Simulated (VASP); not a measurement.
The system is MgO.

```xyz
8
Lattice="4.2100 0.0000 0.0000 0.0000 4.2100 0.0000 0.0000 0.0000 4.2100" Properties=species:S:1:pos:R:3 pbc="T T T"
Mg    0.0000    0.0000    0.0000
Mg    0.0000    2.1050    2.1050
Mg    2.1050    0.0000    2.1050
Mg    2.1050    2.1050    0.0000
O     2.1050    0.0000    0.0000
O     2.1050    2.1050    2.1050
O     0.0000    0.0000    2.1050
O     0.0000    2.1050    0.0000
```

```yaml
Program: VASP 6.6.1
Task: relaxation of volume and atoms at fixed shape
Functional: LDA
Potentials_or_basis: VASP PAW LDA potentials, release 64 (Mg_sv, O)
Cutoff: 840 eV
k_mesh: 8 × 8 × 8
Occupations: methfessel-paxton, width 0.1 eV
Spin: no spin polarisation
```

At the start: pressure -5.3 GPa; volume 9.33 Å³/atom.

Question: Where does the relaxation end?

Answer: Over 3 steps the energy falls by 5.0 meV/atom and the volume is 9.03 Å³/atom (-3.2 %); space group Fm-3m (No. 225, to 0.1 Å) before and after.

The path:
| step | energy change (eV) | largest force (eV/Å) | pressure (GPa) | volume (Å³) |
| --- | --- | --- | --- | --- |
| 1 | 0.0000 | 0.0000 | -5.28 | 74.62 |
| 2 | -0.0334 | 0.0000 | 2.30 | 71.35 |
| 3 | -0.0399 | 0.0000 | 0.00 | 72.26 |

Final structure:
```
Mg O
1.0
     4.16520    0.00000    0.00000
     0.00000    4.16520    0.00000
     0.00000    0.00000    4.16520
Mg O
4 4
Direct
  0.00000 0.00000 0.00000
  0.00000 0.50000 0.50000
  0.50000 0.00000 0.50000
  0.50000 0.50000 0.00000
  0.50000 0.00000 0.00000
  0.50000 0.50000 0.50000
  0.00000 0.00000 0.50000
  0.00000 0.50000 0.00000
```
